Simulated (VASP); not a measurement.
Runs of VASP 6.6.1 on NaAl3. The structure is tetragonal, space group I4/mmm (No. 139). Conventional cell: a = 4.375 Å, b = 4.375 Å, c = 7.960 Å, α = 90.00°, β = 90.00°, γ = 90.00°. Na (site symmetry 4/mmm) has 14 Al at 2.96 to 3.98 Å within 4.0 Å. Within 4.0 Å of Al (site symmetry -4m2) lie 4 Na at 2.96 Å and 10 Al at 2.96 to 3.98 Å. Al (site symmetry 4/mmm) has 8 Al at 2.96 Å and 6 Na at 3.09 to 3.98 Å within 4.0 Å. 

```csv
level,potentials or basis,k mesh,cutoff (eV),smearing,gap on the mesh (eV),pressure (GPa)
BLYP,"VASP PAW PBE potentials, release 64 (Na_pv, Al)",2 × 2 × 2,500,tetrahedron,none,(b)
r2SCAN,"VASP PAW PBE potentials, release 64 (Na_pv, Al)",1 × 1 × 1,550,gaussian 0.1 eV,-,6.8
PBE,"VASP PAW PBE potentials, release 64 (Na_pv, Al)",2 × 2 × 3,500,gaussian 0.1 eV,none,-1.2
PBEsol,"VASP PAW PBE potentials, release 64 (Na_pv, Al)",2 × 2 × 6,500,gaussian 0.1 eV,none,-1.4
PBE,"VASP PAW PBE potentials, release 64 (Na_pv, Al)","2 × 2 × 2, shifted",500,gaussian 0.1 eV,none,(a)
PBE,"VASP PAW PBE potentials, release 64 (Na_pv, Al)",2 × 2 × 2,500,gaussian 0.1 eV,none,-0.6
LDA,"VASP PAW LDA potentials, release 64 (Na_pv, Al)","2 × 2 × 2, shifted",500,gaussian 0.1 eV,none,-2.6
PBE,"VASP PAW PBE potentials, release 64 (Na_pv, Al)",4 × 4 × 4,500,gaussian 0.1 eV,none,0.3
r2SCAN,"VASP PAW PBE potentials, release 64 (Na_pv, Al)",2 × 2 × 2,550,gaussian 0.1 eV,none,-1.6
```

Alike in all rows: task single point; no spin polarisation; cell as given.

Task: Fill in the values left out.

Result: (a) -0.7; (b) 3.2.

Caveats: all runs use coarse meshes; the PAW data sets were made with another functional, which shifts forces and pressure a little (at least some runs); tetrahedron occupations give inexact forces and stress in metals (at least some runs).

A gap of «none» marks levels without a gap at the run's occupations.
